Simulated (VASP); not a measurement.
The system is Ge.

```
Ge
1.0
    -1.82180    1.82180    1.45397
     1.82180   -1.82180    1.45397
     1.82180    1.82180   -1.45397
Ge
1
Direct
  0.50000 0.50000 0.00000
```

The cell was generated, and may not be a known phase.

- Program: VASP 6.6.1
- Task: relaxation of cell and atoms
- Functional: PBE
- Potentials or basis: VASP PAW PBE potentials, release 64 (Ge_d)
- Cutoff: 600 eV
- k mesh: 24 × 24 × 24
- Occupations: gaussian, width 0.1 eV
- Spin: no spin polarisation

At the start: pressure 0.5 GPa; volume 19.30 Å³/atom.

**Question.** Where does the relaxation end?

**Answer.** Over 16 steps the energy falls by 2.1 meV/atom and the volume is 19.40 Å³/atom (+0.5 %); space group I4/mmm (No. 139, to 0.1 Å) before and after.

Step by step:
```tsv
step	energy change (eV)	largest force (eV/Å)	pressure (GPa)	volume (Å³)
1	0.0000	0.0000	0.53	19.30
2	-0.0009	0.0000	0.05	19.48
3	-0.0010	0.0000	-0.76	19.57
4	-0.0010	0.0000	0.09	19.53
5	-0.0010	0.0000	-0.35	19.55
6	-0.0014	0.0000	-0.24	19.50
7	-0.0018	0.0000	0.10	19.42
8	-0.0019	0.0000	0.07	19.39
9	-0.0020	0.0000	0.12	19.31
10	-0.0020	0.0000	0.30	19.33
11	-0.0020	0.0000	-0.36	19.46
12	-0.0021	0.0000	0.20	19.39
13	-0.0021	0.0000	-0.17	19.42
14	-0.0021	0.0000	-0.10	19.41
15	-0.0021	0.0000	-0.07	19.40
16	-0.0021	0.0000	-0.04	19.40
```

Final structure:
```xyz
1
Lattice="-1.7938 1.7938 1.5071 1.7938 -1.7938 1.5071 1.7938 1.7938 -1.5071" Properties=species:S:1:pos:R:3 pbc="T T T"
Ge    0.0000    0.0000    1.5071
```
